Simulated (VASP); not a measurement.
# TiCo3 (Pm-3m) in VASP: further runs

The runs below take TiCo3 through single point, with PBEsol.

Everything below comes from runs of VASP 6.6.1. Logs are shortened: lines on timing, memory, paths and dates and some standing lists are left out, and cuts for length are marked.

## 1. The cell of the first run

The structure is cubic, space group Pm-3m (No. 221). The conventional cell has a = 3.483 Å, b = 3.483 Å, c = 3.483 Å, α = 90.00°, β = 90.00°, γ = 90.00°. Within 3.3 Å of Ti (site symmetry m-3m) lie 12 Co at 2.46 Å. Co (site symmetry 4/mmm) has 4 Ti at 2.46 Å and 8 Co at 2.46 Å within 3.3 Å.

## 2. Single point, PBEsol, collinear spin, ferromagnetic start

Input file INCAR:

```
SYSTEM = TiCo3
PREC = Accurate
ENCUT = 520
EDIFF = 1E-6
ISMEAR = 0
SIGMA = 0.1
LREAL = .FALSE.
LASPH = .TRUE.
NELM = 150
ALGO = Normal
ISIF = 2
LWAVE = .FALSE.
LCHARG = .FALSE.
ISPIN = 2
MAGMOM = 0 0.24 0.24 0.24
LORBIT = 11
LMAXMIX = 4
GGA = PS
NBANDS = 32
```

Input file KPOINTS:

```
Automatic mesh
0
G
  12 12 12
  0 0 0
```

Input file POSCAR:

```
TiCo3
1.0
    3.4825434431      0.0000000000      0.0000000000
    0.0000000000      3.4825434431      0.0000000000
    0.0000000000      0.0000000000      3.4825434431
Ti Co
1 3
Direct
    0.0000000000      0.0000000000      0.0000000000
    0.0000000000      0.5000000000      0.5000000000
    0.5000000000      0.0000000000      0.5000000000
    0.5000000000      0.5000000000      0.0000000000
```

Potentials or basis: VASP PAW PBE potentials, release 64 (Ti_sv, Co).

On the command line:

```bash
$ cat potpaw_PBE.64/Ti_sv/POTCAR potpaw_PBE.64/Co/POTCAR > POTCAR
$ mpirun -np 1 vasp_std > vasp.out
```

OUTCAR:

```text
SYSTEM = TiCo3
   PREC = Accurate
   ENCUT = 520
   EDIFF = 1E-6
   ISMEAR = 0
   LREAL = .FALSE.
   LASPH = .TRUE.
   NELM = 150
   ISIF = 2
   ISPIN = 2
   LORBIT = 11
   GGA = PS

 ion  position               nearest neighbor table
   1  0.000  0.000  0.000-   2 2.46   3 2.46   4 2.46   2 2.46   3 2.46   2 2.46   4 2.46   2 2.46
                             3 2.46   4 2.46   3 2.46   4 2.46
   2  0.000  0.500  0.500-   1 2.46   3 2.46   4 2.46   1 2.46   4 2.46   1 2.46   3 2.46   1 2.46
                             3 2.46   4 2.46   4 2.46   3 2.46
   3  0.500  0.000  0.500-   1 2.46   2 2.46   4 2.46   1 2.46   4 2.46   2 2.46   4 2.46   4 2.46
                             1 2.46   2 2.46   1 2.46   2 2.46
   4  0.500  0.500  0.000-   1 2.46   2 2.46   3 2.46   2 2.46   3 2.46   1 2.46   3 2.46   3 2.46
                             1 2.46   2 2.46   2 2.46   1 2.46

  LATTYP: Found a simple cubic cell.
 ALAT       =     3.4825434431

  Lattice vectors:

 A1 = (   3.4825434431,   0.0000000000,   0.0000000000)
 A2 = (   0.0000000000,   3.4825434431,   0.0000000000)
 A3 = (   0.0000000000,   0.0000000000,   3.4825434431)

Analysis of symmetry for initial positions (statically):
=====================================================================
 Subroutine PRICEL returns:
 Original cell was already a primitive cell.

 Routine SETGRP: Setting up the symmetry group for a
 simple cubic supercell.

 Subroutine GETGRP returns: Found 48 space group operations
 (whereof 48 operations were pure point group operations)
 out of a pool of 48 trial point group operations.

The static configuration has the point symmetry O_h .

Analysis of symmetry for dynamics (positions and initial velocities):
=====================================================================
 Subroutine PRICEL returns:
 Original cell was already a primitive cell.

 Routine SETGRP: Setting up the symmetry group for a
 simple cubic supercell.

 Subroutine GETGRP returns: Found 48 space group operations
 (whereof 48 operations were pure point group operations)
 out of a pool of 48 trial point group operations.

The dynamic configuration has the point symmetry O_h .

Analysis of structural, dynamic, and magnetic symmetry:
=====================================================================
 Subroutine PRICEL returns:
 Original cell was already a primitive cell.

 Routine SETGRP: Setting up the symmetry group for a
 simple cubic supercell.

 Subroutine GETGRP returns: Found 48 space group operations
 (whereof 48 operations were pure point group operations)
 out of a pool of 48 trial point group operations.

The overall configuration has the point symmetry O_h .

 Subroutine INISYM returns: Found 48 space group operations
 (whereof 48 operations are pure point group operations),
 and found     1 'primitive' translations

----------------------------------------------------------------------------------------

                                     Primitive cell

  volume of cell :      42.2367

  direct lattice vectors                    reciprocal lattice vectors
     3.482543443  0.000000000  0.000000000     0.287146454  0.000000000  0.000000000
     0.000000000  3.482543443  0.000000000     0.000000000  0.287146454  0.000000000
     0.000000000  0.000000000  3.482543443     0.000000000  0.000000000  0.287146454

  length of vectors
     3.482543443  3.482543443  3.482543443     0.287146454  0.287146454  0.287146454

  position of ions in fractional coordinates (direct lattice)
     0.000000000  0.000000000  0.000000000
     0.000000000  0.500000000  0.500000000
     0.500000000  0.000000000  0.500000000
     0.500000000  0.500000000  0.000000000

  ion indices of the primitive-cell ions
   primitive index   ion index
                 1           1
                 2           2
                 3           3
                 4           4

----------------------------------------------------------------------------------------

 KPOINTS: Automatic mesh

Automatic generation of k-mesh.
 Grid dimensions read from file:
 generate k-points for:   12   12   12

 Generating k-lattice:

  Cartesian coordinates                     Fractional coordinates (reciprocal lattice)
     0.023928871  0.000000000  0.000000000     0.083333333  0.000000000  0.000000000
     0.000000000  0.023928871  0.000000000     0.000000000  0.083333333  0.000000000
     0.000000000  0.000000000  0.023928871     0.000000000  0.000000000  0.083333333

  Length of vectors
     0.023928871  0.023928871  0.023928871

  Shift w.r.t. Gamma in fractional coordinates (k-lattice)
     0.000000000  0.000000000  0.000000000

 Subroutine IBZKPT returns following result:
 ===========================================

 Found     84 irreducible k-points:

 Following reciprocal coordinates:
            Coordinates               Weight
  0.000000  0.000000  0.000000      1.000000
  0.083333  0.000000  0.000000      6.000000
  0.166667  0.000000  0.000000      6.000000
  0.250000  0.000000  0.000000      6.000000
  0.333333  0.000000  0.000000      6.000000
  0.416667  0.000000  0.000000      6.000000
[... 16 lines left out ...]
  0.333333  0.333333  0.000000     12.000000
  0.416667  0.333333  0.000000     24.000000
 [... further k-points ...]
   k-points           NKPTS =     84   k-points in BZ     NKDIM =     84   number of bands    NBANDS=     32
   number of dos      NEDOS =    301   number of ions     NIONS =      4
   total plane-waves  NPLWV =  21952
   dimension x,y,z NGX =    28 NGY =   28 NGZ =   28
   dimension x,y,z NGXF=    56 NGYF=   56 NGZF=   56
   ions per type =               1   3
   NGX,Y,Z   is equivalent  to a cutoff of  13.37, 13.37, 13.37 a.u.
   NGXF,Y,Z  is equivalent  to a cutoff of  26.73, 26.73, 26.73 a.u.
 SYSTEM =  TiCo3
   PREC   = accura    normal or accurate (medium, high low for compatibility)
   ISTART =      0    job   : 0-new  1-cont  2-samecut
   ICHARG =      2    charge: 1-file 2-atom 10-const
   ISPIN  =      2    spin polarized calculation?
   LNONCOLLINEAR =      F non collinear calculations
   LSORBIT =      F    spin-orbit coupling
   LASPH  =      T    aspherical Exc in radial PAW
   ENCUT  =  520.0 eV  38.22 Ry    6.18 a.u.   6.48  6.48  6.48*2*pi/ulx,y,z
   NELM   =    150;   NELMIN=  2; NELMDL= -5     # of ELM steps
   EDIFF  = 0.1E-05   stopping-criterion for ELM
   LREAL  =      F    real-space projection
   EDIFFG = 0.1E-04   stopping-criterion for IOM
   NSW    =      0    number of steps for IOM
   IBRION =     -1    ionic relax: 0-MD 1-quasi-New 2-CG
   NFREE  =      0    steps in history (QN), initial steepest desc. (CG)
   ISIF   =      2    stress and relaxation
   ISYM   =      2    0-nonsym 1-usesym 2-fastsym
   POTIM  = 0.5000    time-step for ionic-motion
   TEBEG  =    0.0;   TEEND  =   0.0 temperature during run
   PSTRESS=    0.0 pullay stress
   NELECT =      39.0000    total number of electrons
   NUPDOWN=      -1.0000    fix difference up-down
   EMIN   =  10.00;   EMAX   =-10.00  energy-range for DOS
   EFERMI =   0.00;   METHOD = LEGACY
   ISMEAR =     0;   SIGMA  =   0.10  broadening in eV -4-tet -1-fermi 0-gaus
   EFERMI_NEDOS =   21; number of points for ismear=-14 and -15
   IALGO  =     38    algorithm
   IMIX   =      4    mixing-type and parameters
     AMIX     =   0.40;   BMIX     =  1.00
     AMIX_MAG =   1.60;   BMIX_MAG =  1.00
  volume/ion in A,a.u.               =      10.56        71.26
  Fermi-wavevector in a.u.,A,eV,Ry     =   1.594165  3.012534 34.577312  2.541361
  Thomas-Fermi vector in A             =   2.692282
   LORBIT       =     11    0 simple, 1 ext, 2 COOP (PROOUT), +10 PAW based schemes
   GGA     = PS    functional components
   LHFCALC =     F    Hartree Fock is set to
   AEXX    =    0.0000 exact exchange contribution
   IVDW    =     0    specifies the selected vdW correction
   LEPSILON=     F    determine dielectric tensor
   LRPA    =     F    only Hartree local field effects (RPA)
 spin polarized calculation
 Gauss-broadening in eV      SIGMA  =   0.10
  energy-cutoff  :      520.00
  volume of cell :       42.24
 maximum number of plane-waves:      1157
 NGX is ok and might be reduce to    28
   NGX = 13   NGY = 13   NGZ = 13

 number of electron      38.9999959 magnetization       0.2726624

 Free energy of the ion-electron system (eV)
  ---------------------------------------------------
  ext. energy  EPLUGINS =         0.00000000
  ---------------------------------------------------
  free energy    TOTEN  =       -32.68250193 eV

  energy without entropy =      -32.65531928  energy(sigma->0) =      -32.66891060

 E-fermi :  11.2319     XC(G=0): -13.9009

 val. band max:       11.2316446188   @ k =   0.3333   0.3333   0.0000
 cond. band min:      11.2363236756   @ k =   0.4167   0.3333   0.0833
 fundamental gap:      0.0046790568
 Fermi energy:        11.2318838404

 spin component 1

 k-point     1 :       0.0000    0.0000    0.0000
  band No.  band energies     occupation
      1     -44.7637      1.00000
      2     -21.1399      1.00000
      3     -21.1399      1.00000
      4     -21.1399      1.00000
      5       2.8677      1.00000
      6       6.4693      1.00000
[... 805 lines left out ...]
     30      24.0321      0.00000
     31      24.5733      0.00000

 [... further k-points ...]

 spin component 2

 k-point     1 :       0.0000    0.0000    0.0000
  band No.  band energies     occupation
      1     -44.7884      1.00000
      2     -21.1649      1.00000
      3     -21.1649      1.00000
      4     -21.1649      1.00000
      5       2.8740      1.00000
      6       6.5170      1.00000
[... 805 lines left out ...]
     30      24.0655      0.00000
     31      24.5919      0.00000

 [... further k-points ...]

 [bands above 31 left out]

------------------------ aborting loop because EDIFF is reached ----------------------------------------

  FORCE on cell =-STRESS in cart. coord.  units (eV):
  Direction    XX          YY          ZZ          XY          YZ          ZX
  --------------------------------------------------------------------------------------
  -------------------------------------------------------------------------------------
  Total        2.3383914      2.3383914      2.3383914      0.0000000     -0.0000000     -0.0000000
  in kB       88.7029688     88.7029688     88.7029688      0.0000000     -0.0000000     -0.0000000
  external PRESSURE =      88.7029688 kB  Pullay stress =       0.0000000 kB

 VOLUME and BASIS-vectors are now :
 -----------------------------------------------------------------------------
  energy-cutoff  :      520.00
  volume of cell :       42.24
      direct lattice vectors                 reciprocal lattice vectors
     3.482543443  0.000000000  0.000000000     0.287146454  0.000000000  0.000000000
     0.000000000  3.482543443  0.000000000     0.000000000  0.287146454  0.000000000
     0.000000000  0.000000000  3.482543443     0.000000000  0.000000000  0.287146454

 POSITION                                       TOTAL-FORCE (eV/Angst)
 -----------------------------------------------------------------------------------
      0.00000      0.00000      0.00000         0.000000      0.000000      0.000000
      0.00000      1.74127      1.74127         0.000000      0.000000      0.000000
      1.74127      0.00000      1.74127         0.000000      0.000000      0.000000
      1.74127      1.74127      0.00000         0.000000      0.000000      0.000000
 -----------------------------------------------------------------------------------
    total drift:                                0.000000      0.000000      0.000000

  FREE ENERGIE OF THE ION-ELECTRON SYSTEM (eV)
  ---------------------------------------------------
  free  energy   TOTEN  =       -32.6825019253 eV

  energy  without entropy=      -32.6553192752  energy(sigma->0) =      -32.66891060

 total charge

# of ion       s       p       d       tot
------------------------------------------
    1        2.292   6.231   2.046  10.570
    2        0.548   0.583   7.384   8.515
    3        0.548   0.583   7.384   8.515
    4        0.548   0.583   7.384   8.515
--------------------------------------------------
tot          3.935   7.981  24.198  36.114

 magnetization (x)

# of ion       s       p       d       tot
------------------------------------------
    1       -0.000  -0.002  -0.027  -0.030
    2       -0.000  -0.000   0.104   0.104
    3       -0.000  -0.000   0.104   0.104
    4       -0.000  -0.000   0.104   0.104
--------------------------------------------------
tot         -0.001  -0.003   0.286   0.282
```

Run time: 2.2 min. Hardware: 1 thread of AMD EPYC 9R45 (Zen 5), shared host; peak memory 0.26 GiB.

What came out:

```yaml
Free_energy: -32.6825 eV
Pressure: 8.9 GPa
Net_moment: 0.27 μB per cell
Site_moments: Ti -0.03; Co +0.10 μB
Valence_electrons_inside_the_program's_atomic_spheres: Ti 10.57; Co 8.52
```

Levels at points of the mesh, in eV from the Fermi level:
Spin up:
```
           k point  band 17  band 18  band 19  band 20  band 21  band 22  band 23  band 24
(0.00, 0.00, 0.00)     0.46     0.75     0.75     0.75     2.78     2.78     3.60     3.60
(0.50, 0.00, 0.00)    -0.66    -0.66    -0.60     0.05     0.75     1.30     1.30     2.10
(0.50, 0.50, 0.00)    -1.03    -0.93    -0.93    -0.45    -0.42     1.86     1.86     2.40
(0.50, 0.50, 0.50)    -0.10     0.50     0.50     0.50     0.98     0.98     0.98     2.40
```
Spin down:
```csv
k point,band 18,band 19,band 20,band 21,band 22,band 23
"(0.00, 0.00, 0.00)",0.84,0.84,0.84,2.83,2.83,3.60
"(0.50, 0.00, 0.00)",-0.57,-0.47,0.20,0.84,1.31,1.31
"(0.50, 0.50, 0.00)",-0.79,-0.79,-0.37,-0.33,1.87,1.87
"(0.50, 0.50, 0.50)",0.61,0.61,0.61,0.98,0.98,0.98
```

Caveat: the cell stands under pressure; the PAW data sets were made with another functional, which shifts forces and pressure a little.

[end of part 1 of 2]
